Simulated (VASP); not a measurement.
PrBe3Si, 5 atoms in the cell. The structure is cubic, space group Pm-3m (No. 221). The conventional cell has a = 4.323 Å, b = 4.323 Å, c = 4.323 Å, α = 90.00°, β = 90.00°, γ = 90.00°. Pr (site symmetry m-3m) has 12 Be at 3.06 Å and 8 Si at 3.74 Å within 4.0 Å. Within 2.9 Å of Be (site symmetry 4/mmm) lie 2 Si at 2.16 Å. Within 2.9 Å of Si (site symmetry m-3m) lie 6 Be at 2.16 Å. 

| Property | Result |
| --- | --- |
| Program | VASP 6.6.1 |
| Task | single point |
| Functional | PBE |
| Potentials or basis | VASP PAW PBE potentials, release 64 (Pr, Be, Si) |
| Cutoff | 600 eV |
| k mesh | 4 × 4 × 4 |
| Occupations | gaussian, width 0.2 eV |
| Spin | no spin polarisation |
| Dipole correction | no |
| Further INCAR settings | ALGO = Normal; EDIFF = 1e-06; NBANDS = 20 |

Potentials or basis: VASP PAW PBE potentials, release 64 (Pr, Be, Si).

Run with:

```sh
$ cat potpaw_PBE.64/Pr/POTCAR potpaw_PBE.64/Be/POTCAR potpaw_PBE.64/Si/POTCAR > POTCAR
$ mpirun -np 1 vasp_std > vasp.out
```

Hardware: 1 thread of Intel Xeon 8259CL, on a shared host.

Task: How long does it take, and how much memory?

Result: Run time: 64 s on 1 thread of Intel Xeon 8259CL (shared host), peak memory 0.22 GiB. Counts: scf iterations 28, k points 10.
